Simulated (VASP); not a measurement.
# TiO2 (P4_2/mnm) in VASP: further runs

Runs on TiO2. Level: r2SCAN+U. Tasks: single point.

All numbers are computed with VASP 6.6.1; they aren't measurements. Logs are shortened: lines on timing, memory, paths and dates and some standing lists are left out, and cuts for length are marked.

**1. The cell of the first run**

The structure is tetragonal, space group P4_2/mnm (No. 136). The conventional cell has a = 4.580 Å, b = 4.580 Å, c = 3.038 Å, α = 90.00°, β = 90.00°, γ = 90.00°. Within 2.6 Å of Ti (site symmetry mmm) lie 6 O at 1.97 to 1.98 Å. O (site symmetry m2m) has 3 Ti at 1.97 to 1.98 Å and 1 O at 2.52 Å within 2.6 Å.

**2. Single point, r2SCAN+U (uniaxial strain along c: +1.5 %)**

Input file POSCAR:

```
TiO2
1.0
    4.5800952577      0.0000000000      0.0000000000
    0.0000000000      4.5800952577      0.0000000000
    0.0000000000      0.0000000000      3.0380731588
Ti O
2 4
Direct
    0.5000000000      0.5000000000      0.0000000000
    0.0000000000      0.0000000000      0.5000000000
    0.6948338994      0.6948338994      0.5000000000
    0.8051661006      0.1948338994      0.0000000000
    0.1948338994      0.8051661006      0.0000000000
    0.3051661006      0.3051661006      0.5000000000
```

Input file INCAR.step1:

```
SYSTEM = TiO2
ALGO = Normal
EDIFF = 1E-4
ENCUT = 520
GGA = PE
ISMEAR = 0
LASPH = .TRUE.
LCHARG = .FALSE.
LDAU = .TRUE.
LDAUJ = 0 0
LDAUL = 2 -1
LDAUTYPE = 2
LDAUU = 4 0
LMAXMIX = 4
LREAL = .FALSE.
LWAVE = .TRUE.
NBANDS = 33
NELM = 150
PREC = Accurate
SIGMA = 0.02
```

Input file INCAR.step2:

```
SYSTEM = TiO2
ALGO = Normal
EDIFF = 1E-6
ENCUT = 520
ISIF = 2
ISMEAR = 0
ISTART = 1
LASPH = .TRUE.
LCHARG = .FALSE.
LDAU = .TRUE.
LDAUJ = 0 0
LDAUL = 2 -1
LDAUPRINT = 1
LDAUTYPE = 2
LDAUU = 4 0
LMAXMIX = 4
LMIXTAU = .TRUE.
LREAL = .FALSE.
LWAVE = .FALSE.
METAGGA = R2SCAN
NBANDS = 33
NELM = 150
PREC = Accurate
SIGMA = 0.02
```

Input file KPOINTS:

```
k-points
0
G
  6 6 8
  0 0 0
```

Potentials or basis: VASP PAW PBE potentials, release 64 (Ti_sv, O).

Started as:

```sh
$ cat potpaw_PBE.64/Ti_sv/POTCAR potpaw_PBE.64/O/POTCAR > POTCAR
$ cp INCAR.step1 INCAR
$ mpirun -np 1 vasp_std > vasp.out
$ cp INCAR.step2 INCAR
$ mpirun -np 1 vasp_std > vasp.out
```

OUTCAR:

```text
SYSTEM = TiO2
   EDIFF = 1E-6
   ENCUT = 520
   ISIF = 2
   ISMEAR = 0
   ISTART = 1
   LASPH = .TRUE.
   LREAL = .FALSE.
   METAGGA = R2SCAN
   NELM = 150
   PREC = Accurate

 ion  position               nearest neighbor table
   1  0.500  0.500  0.000-   3 1.97   6 1.97   3 1.97   6 1.97   5 1.98   4 1.98
   2  0.000  0.000  0.500-   4 1.97   5 1.97   4 1.97   5 1.97   3 1.98   6 1.98
   3  0.695  0.695  0.500-   1 1.97   1 1.97   2 1.98
   4  0.805  0.195  0.000-   2 1.97   2 1.97   1 1.98
   5  0.195  0.805  0.000-   2 1.97   2 1.97   1 1.98
   6  0.305  0.305  0.500-   1 1.97   1 1.97   2 1.98

  LATTYP: Found a simple tetragonal cell.
 ALAT       =     4.5800952577
 C/A-ratio  =     0.6633209547

  Lattice vectors:

 A1 = (   4.5800952577,   0.0000000000,   0.0000000000)
 A2 = (   0.0000000000,   4.5800952577,   0.0000000000)
 A3 = (   0.0000000000,   0.0000000000,   3.0380731588)

Analysis of symmetry for initial positions (statically):
=====================================================================
 Subroutine PRICEL returns:
 Original cell was already a primitive cell.

 Routine SETGRP: Setting up the symmetry group for a
 simple tetragonal supercell.

 Subroutine GETGRP returns: Found 16 space group operations
 (whereof  8 operations were pure point group operations)
 out of a pool of 16 trial point group operations.

The static configuration has the point symmetry D_2h.
 The point group associated with its full space group is D_4h.

Analysis of symmetry for dynamics (positions and initial velocities):
=====================================================================
 Subroutine PRICEL returns:
 Original cell was already a primitive cell.

 Routine SETGRP: Setting up the symmetry group for a
 simple tetragonal supercell.

 Subroutine GETGRP returns: Found 16 space group operations
 (whereof  8 operations were pure point group operations)
 out of a pool of 16 trial point group operations.

The dynamic configuration has the point symmetry D_2h.
 The point group associated with its full space group is D_4h.

 Subroutine INISYM returns: Found 16 space group operations
 (whereof  8 operations are pure point group operations),
 and found     1 'primitive' translations

----------------------------------------------------------------------------------------

                                     Primitive cell

  volume of cell :      63.7305

  direct lattice vectors                    reciprocal lattice vectors
     4.580095258  0.000000000  0.000000000     0.218336070  0.000000000  0.000000000
     0.000000000  4.580095258  0.000000000     0.000000000  0.218336070  0.000000000
     0.000000000  0.000000000  3.038073159     0.000000000  0.000000000  0.329155997

  length of vectors
     4.580095258  4.580095258  3.038073159     0.218336070  0.218336070  0.329155997

  position of ions in fractional coordinates (direct lattice)
     0.500000000  0.500000000  0.000000000
     0.000000000  0.000000000  0.500000000
     0.694833899  0.694833899  0.500000000
     0.805166101  0.194833899  0.000000000
     0.194833899  0.805166101  0.000000000
     0.305166101  0.305166101  0.500000000

  ion indices of the primitive-cell ions
   primitive index   ion index
                 1           1
                 2           2
                 3           3
                 4           4
                 5           5
                 6           6

[... 103 lines left out ...]
   IVDW    =     0    specifies the selected vdW correction
   LEPSILON=     F    determine dielectric tensor
   LRPA    =     F    only Hartree local field effects (RPA)
 non-spin polarized calculation
 Gauss-broadening in eV      SIGMA  =   0.02
  energy-cutoff  :      520.00
  volume of cell :       63.73
 maximum number of plane-waves:      1736
 NGX is ok and might be reduce to    36
   NGX = 17   NGY = 17   NGZ = 11

atom =   1  type =  1  l = 2

 onsite density matrix

spin component  1

  0.1893  0.0000  0.0823  0.0000  0.0000
  0.0000  0.1726  0.0000  0.0858  0.0000
  0.0823  0.0000  0.1230  0.0000 -0.0000
  0.0000  0.0858  0.0000  0.1726  0.0000
  0.0000  0.0000 -0.0000  0.0000  0.0910

spin component  2

  0.1893  0.0000  0.0823  0.0000  0.0000
  0.0000  0.1726  0.0000  0.0858  0.0000
  0.0823  0.0000  0.1230  0.0000 -0.0000
  0.0000  0.0858  0.0000  0.1726  0.0000
  0.0000  0.0000 -0.0000  0.0000  0.0910

 occupancies and eigenvectors

  o =  0.0674  v = -0.5597 -0.0000  0.8287  0.0000  0.0000  0.0000  0.0000  0.0000  0.0000  0.0000      0.0000  0.0000  0.0000  0.0000  0.0000  0.0000  0.0000  0.0000  0.0000  0.0000
  o =  0.0674  v =  0.0000  0.0000  0.0000  0.0000  0.0000 -0.5597 -0.0000  0.8287  0.0000  0.0000      0.0000  0.0000  0.0000  0.0000  0.0000  0.0000  0.0000  0.0000  0.0000  0.0000
  o =  0.0868  v =  0.0000  0.7071  0.0000 -0.7071  0.0000  0.0000  0.0000  0.0000  0.0000  0.0000      0.0000  0.0000  0.0000  0.0000  0.0000  0.0000  0.0000  0.0000  0.0000  0.0000
  o =  0.0868  v =  0.0000  0.0000  0.0000  0.0000  0.0000  0.0000  0.7071  0.0000 -0.7071  0.0000      0.0000  0.0000  0.0000  0.0000  0.0000  0.0000  0.0000  0.0000  0.0000  0.0000
  o =  0.0910  v = -0.0000  0.0000  0.0000  0.0000 -1.0000  0.0000  0.0000  0.0000  0.0000  0.0000      0.0000  0.0000  0.0000  0.0000  0.0000  0.0000  0.0000  0.0000  0.0000  0.0000
  o =  0.0910  v =  0.0000  0.0000  0.0000  0.0000  0.0000 -0.0000  0.0000  0.0000  0.0000 -1.0000      0.0000  0.0000  0.0000  0.0000  0.0000  0.0000  0.0000  0.0000  0.0000  0.0000
  o =  0.2449  v = -0.8287 -0.0000 -0.5597  0.0000  0.0000  0.0000  0.0000  0.0000  0.0000  0.0000      0.0000  0.0000  0.0000  0.0000  0.0000  0.0000  0.0000  0.0000  0.0000  0.0000
  o =  0.2449  v =  0.0000  0.0000  0.0000  0.0000  0.0000 -0.8287 -0.0000 -0.5597  0.0000  0.0000      0.0000  0.0000  0.0000  0.0000  0.0000  0.0000  0.0000  0.0000  0.0000  0.0000
  o =  0.2584  v =  0.0000  0.0000  0.0000  0.0000  0.0000  0.0000  0.7071  0.0000  0.7071  0.0000      0.0000  0.0000  0.0000  0.0000  0.0000  0.0000  0.0000  0.0000  0.0000  0.0000
  o =  0.2584  v =  0.0000  0.7071  0.0000  0.7071  0.0000  0.0000  0.0000  0.0000  0.0000  0.0000      0.0000  0.0000  0.0000  0.0000  0.0000  0.0000  0.0000  0.0000  0.0000  0.0000

atom =   2  type =  1  l = 2

 onsite density matrix

spin component  1

  0.1893  0.0000 -0.0823  0.0000  0.0000
  0.0000  0.1726  0.0000 -0.0858  0.0000
 -0.0823  0.0000  0.1230  0.0000  0.0000
  0.0000 -0.0858  0.0000  0.1726  0.0000
  0.0000  0.0000  0.0000  0.0000  0.0910

spin component  2

  0.1893  0.0000 -0.0823  0.0000  0.0000
  0.0000  0.1726  0.0000 -0.0858  0.0000
 -0.0823  0.0000  0.1230  0.0000  0.0000
  0.0000 -0.0858  0.0000  0.1726  0.0000
  0.0000  0.0000  0.0000  0.0000  0.0910

 occupancies and eigenvectors

  o =  0.0674  v = -0.5597 -0.0000 -0.8287  0.0000  0.0000  0.0000  0.0000  0.0000  0.0000  0.0000      0.0000  0.0000  0.0000  0.0000  0.0000  0.0000  0.0000  0.0000  0.0000  0.0000
  o =  0.0674  v =  0.0000  0.0000  0.0000  0.0000  0.0000 -0.5597 -0.0000 -0.8287  0.0000  0.0000      0.0000  0.0000  0.0000  0.0000  0.0000  0.0000  0.0000  0.0000  0.0000  0.0000
  o =  0.0868  v =  0.0000  0.7071  0.0000  0.7071  0.0000  0.0000  0.0000  0.0000  0.0000  0.0000      0.0000  0.0000  0.0000  0.0000  0.0000  0.0000  0.0000  0.0000  0.0000  0.0000
  o =  0.0868  v =  0.0000  0.0000  0.0000  0.0000  0.0000  0.0000  0.7071  0.0000  0.7071  0.0000      0.0000  0.0000  0.0000  0.0000  0.0000  0.0000  0.0000  0.0000  0.0000  0.0000
  o =  0.0910  v = -0.0000  0.0000 -0.0000  0.0000 -1.0000  0.0000  0.0000  0.0000  0.0000  0.0000      0.0000  0.0000  0.0000  0.0000  0.0000  0.0000  0.0000  0.0000  0.0000  0.0000
  o =  0.0910  v =  0.0000  0.0000  0.0000  0.0000  0.0000 -0.0000  0.0000 -0.0000  0.0000 -1.0000      0.0000  0.0000  0.0000  0.0000  0.0000  0.0000  0.0000  0.0000  0.0000  0.0000
  o =  0.2449  v = -0.8287 -0.0000  0.5597  0.0000  0.0000  0.0000  0.0000  0.0000  0.0000  0.0000      0.0000  0.0000  0.0000  0.0000  0.0000  0.0000  0.0000  0.0000  0.0000  0.0000
  o =  0.2449  v =  0.0000  0.0000  0.0000  0.0000  0.0000 -0.8287 -0.0000  0.5597  0.0000  0.0000      0.0000  0.0000  0.0000  0.0000  0.0000  0.0000  0.0000  0.0000  0.0000  0.0000
  o =  0.2584  v =  0.0000  0.0000  0.0000  0.0000  0.0000  0.0000  0.7071  0.0000 -0.7071  0.0000      0.0000  0.0000  0.0000  0.0000  0.0000  0.0000  0.0000  0.0000  0.0000  0.0000
  o =  0.2584  v =  0.0000  0.7071  0.0000 -0.7071  0.0000  0.0000  0.0000  0.0000  0.0000  0.0000      0.0000  0.0000  0.0000  0.0000  0.0000  0.0000  0.0000  0.0000  0.0000  0.0000

 number of electron      48.0000040 magnetization

 Free energy of the ion-electron system (eV)
  ---------------------------------------------------
  ext. energy  EPLUGINS =         0.00000000
  ---------------------------------------------------
  free energy    TOTEN  =       -64.72343210 eV

  energy without entropy =      -64.72343210  energy(sigma->0) =      -64.72343210

 E-fermi :   4.8786     XC(G=0): -12.0541

 val. band max:        4.6890130898   @ k =   0.0000   0.0000   0.0000
 cond. band min:       7.4372424990   @ k =   0.0000   0.0000   0.0000
 fundamental gap:      2.7482294092
 Fermi energy:         4.8785590882

 k-point     1 :       0.0000    0.0000    0.0000
  band No.  band energies     occupation
      1     -55.6182      2.00000
      2     -55.6024      2.00000
      3     -30.8066      2.00000
      4     -30.8066      2.00000
      5     -30.6567      2.00000
      6     -30.6567      2.00000
[... 853 lines left out ...]
     32       9.9025      0.00000
     33      11.4305      0.00000

 [... further k-points ...]
[... 5 lines left out ...]
  --------------------------------------------------------------------------------------
  -------------------------------------------------------------------------------------
  Total        1.4845085      1.4845085     -0.4134546     -0.0000000      0.0000000      0.0000000
  in kB       37.3203763     37.3203763    -10.3942024     -0.0000000      0.0000000      0.0000000
  external PRESSURE =      21.4155167 kB  Pullay stress =       0.0000000 kB

 VOLUME and BASIS-vectors are now :
 -----------------------------------------------------------------------------
  energy-cutoff  :      520.00
  volume of cell :       63.73
      direct lattice vectors                 reciprocal lattice vectors
     4.580095258  0.000000000  0.000000000     0.218336070  0.000000000  0.000000000
     0.000000000  4.580095258  0.000000000     0.000000000  0.218336070  0.000000000
     0.000000000  0.000000000  3.038073159     0.000000000  0.000000000  0.329155997

 POSITION                                       TOTAL-FORCE (eV/Angst)
 -----------------------------------------------------------------------------------
      2.29005      2.29005      0.00000        -0.000000     -0.000000      0.000000
      0.00000      0.00000      1.51904        -0.000000     -0.000000      0.000000
      3.18241      3.18241      1.51904         0.046846      0.046846      0.000000
      3.68774      0.89236      0.00000        -0.046846      0.046846      0.000000
      0.89236      3.68774      0.00000         0.046846     -0.046846     -0.000000
      1.39769      1.39769      1.51904        -0.046846     -0.046846     -0.000000
 -----------------------------------------------------------------------------------
    total drift:                                0.000000      0.000000     -0.000000

  FREE ENERGIE OF THE ION-ELECTRON SYSTEM (eV)
  ---------------------------------------------------
  free  energy   TOTEN  =       -64.7234320970 eV

  energy  without entropy=      -64.7234320970  energy(sigma->0) =      -64.72343210
```

Wall time 5.5 min (1 thread of Intel Xeon 8259CL, shared host); peak memory 0.23 GiB.

What came out:

```
Free energy            : -64.7234 eV
Pressure               : 2.1 GPa
Largest force          : 0.066 eV/Å
Band gap on the k mesh : 2.75 eV
```

Forces in eV/Å, atoms in the order of the input:
```
Ti   0.000  0.000  0.000
Ti   0.000  0.000  0.000
O    0.047  0.047  0.000
O   -0.047  0.047  0.000
O    0.047 -0.047  0.000
O   -0.047 -0.047  0.000
```

Stress tensor (GPa, compression positive):
```
 3.73  0.00  0.00
 0.00  3.73  0.00
 0.00  0.00 -1.04
```

Levels at points of the mesh, in eV from the valence-band top:
| k point | band 20 | band 21 | band 22 | band 23 | band 24 | band 25 | band 26 | band 27 | band 28 | band 29 |
| --- | --- | --- | --- | --- | --- | --- | --- | --- | --- | --- |
| (0.00, 0.00, 0.00) | -2.40 | -0.96 | -0.53 | -0.53 | 0.00 | 2.75 | 3.03 | 3.24 | 3.29 | 3.29 |
| (0.50, 0.00, 0.00) | -3.14 | -1.90 | -1.90 | -0.80 | -0.80 | 3.37 | 3.37 | 3.86 | 3.86 | 4.28 |
| (0.50, 0.50, 0.00) | -2.00 | -1.64 | -1.64 | -1.18 | -1.18 | 2.76 | 2.76 | 3.31 | 3.31 | 4.50 |
| (0.00, 0.00, 0.50) | -2.76 | -2.41 | -2.41 | -1.50 | -1.50 | 3.80 | 3.80 | 3.88 | 3.88 | 4.44 |
| (0.50, 0.00, 0.50) | -2.64 | -2.00 | -2.00 | -1.13 | -1.13 | 2.80 | 2.80 | 3.96 | 3.96 | 4.60 |
| (0.50, 0.50, 0.50) | -2.73 | -1.28 | -1.28 | -0.75 | -0.75 | 3.42 | 3.42 | 3.98 | 3.98 | 4.04 |

Eigenvalues of the final occupation matrices:
```tsv
site	spin	trace	eigenvalues
site 1 d	1	0.75	0.07 0.09 0.09 0.24 0.26
site 1 d	2	0.75	0.07 0.09 0.09 0.24 0.26
site 2 d	1	0.75	0.07 0.09 0.09 0.24 0.26
site 2 d	2	0.75	0.07 0.09 0.09 0.24 0.26
```

Caveat: the cell differs from its parent crystal (uniaxial strain along c: +1.5 %); the PAW data sets were made with another functional, which shifts forces and pressure a little.

**3. Single point, r2SCAN+U (uniaxial strain along c: +3.0 %, then relaxed in part)**

Input file POSCAR:

```
TiO2
1.0
    4.5527098066      0.0000000000      0.0000000000
    0.0000000000      4.5527098066      0.0000000000
    0.0000000000      0.0000000000      3.0829707917
Ti O
2 4
Direct
    0.5000000000      0.5000000000      0.0000000000
    0.0000000000      0.0000000000      0.5000000000
    0.6943195301      0.6943195301      0.5000000000
    0.8056804699      0.1943195301      0.0000000000
    0.1943195301      0.8056804699      0.0000000000
    0.3056804699      0.3056804699      0.5000000000
```

Input file INCAR.step1:

```
SYSTEM = TiO2
PREC = Accurate
ENCUT = 520
ISMEAR = 0
SIGMA = 0.02
LREAL = .FALSE.
LASPH = .TRUE.
NELM = 150
LMAXMIX = 4
LDAU = .TRUE.
LDAUTYPE = 2
LDAUL = 2 -1
LDAUU = 4 0
LDAUJ = 0 0
NBANDS = 33
GGA = PE
ALGO = Normal
EDIFF = 1E-4
LWAVE = .TRUE.
LCHARG = .FALSE.
```

Input file INCAR.step2:

```
SYSTEM = TiO2
PREC = Accurate
ENCUT = 520
EDIFF = 1E-6
ISMEAR = 0
SIGMA = 0.02
LREAL = .FALSE.
LASPH = .TRUE.
NELM = 150
ALGO = Normal
ISIF = 2
LWAVE = .FALSE.
LCHARG = .FALSE.
LMAXMIX = 4
LDAU = .TRUE.
LDAUTYPE = 2
LDAUL = 2 -1
LDAUU = 4 0
LDAUJ = 0 0
LDAUPRINT = 1
METAGGA = R2SCAN
LMIXTAU = .TRUE.
NBANDS = 33
ISTART = 1
```

Input file KPOINTS:

```
regular mesh
0
G
  6 6 8
  0 0 0
```

Potentials or basis: VASP PAW PBE potentials, release 64 (Ti_sv, O).

Started as:

```sh
$ cat potpaw_PBE.64/Ti_sv/POTCAR potpaw_PBE.64/O/POTCAR > POTCAR
$ cp INCAR.step1 INCAR
$ mpirun -np 1 vasp_std > vasp.out
$ cp INCAR.step2 INCAR
$ mpirun -np 1 vasp_std > vasp.out
```

Run time: 5.6 min. Hardware: 1 thread of Intel Xeon 8259CL, shared host; peak memory 0.23 GiB.

Results (log left out):

- Free energy: -64.6825 eV
- Pressure: 0.8 GPa
- Largest force: 0.086 eV/Å
- Band gap on the k mesh: 2.74 eV

Forces on the atoms (eV/Å):
```
Ti   0.000  0.000  0.000
Ti   0.000  0.000  0.000
O    0.061  0.061  0.000
O   -0.061  0.061  0.000
O    0.061 -0.061  0.000
O   -0.061 -0.061  0.000
```

Stress tensor (GPa, compression positive):
```
 4.31  0.00  0.00
 0.00  4.31  0.00
 0.00  0.00 -6.09
```

Levels at points of the mesh, in eV from the valence-band top:
```
           k point  band 20  band 21  band 22  band 23  band 24  band 25  band 26  band 27  band 28  band 29
(0.00, 0.00, 0.00)    -2.52    -1.00    -0.50    -0.50     0.00     2.74     3.07     3.18     3.23     3.23
(0.50, 0.00, 0.00)    -3.11    -1.99    -1.99    -0.79    -0.79     3.37     3.37     3.82     3.82     4.21
(0.50, 0.50, 0.00)    -1.94    -1.72    -1.72    -1.13    -1.13     2.78     2.78     3.26     3.26     4.42
(0.00, 0.00, 0.50)    -2.63    -2.45    -2.45    -1.47    -1.47     3.73     3.73     3.79     3.79     4.45
(0.50, 0.00, 0.50)    -2.64    -1.98    -1.98    -1.11    -1.11     2.79     2.79     3.82     3.82     4.57
(0.50, 0.50, 0.50)    -2.59    -1.27    -1.27    -0.72    -0.72     3.40     3.40     3.83     3.83     4.04
```

Eigenvalues of the final occupation matrices:
```
    site  spin  trace               eigenvalues
site 1 d     1   0.74  0.06 0.09 0.09 0.25 0.25
site 1 d     2   0.74  0.06 0.09 0.09 0.25 0.25
site 2 d     1   0.74  0.06 0.09 0.09 0.25 0.25
site 2 d     2   0.74  0.06 0.09 0.09 0.25 0.25
```

Caveat: the cell differs from its parent crystal (uniaxial strain along c: +3.0 %, then relaxed in part); the PAW data sets were made with another functional, which shifts forces and pressure a little.

(Continued in part 2 of 2.)
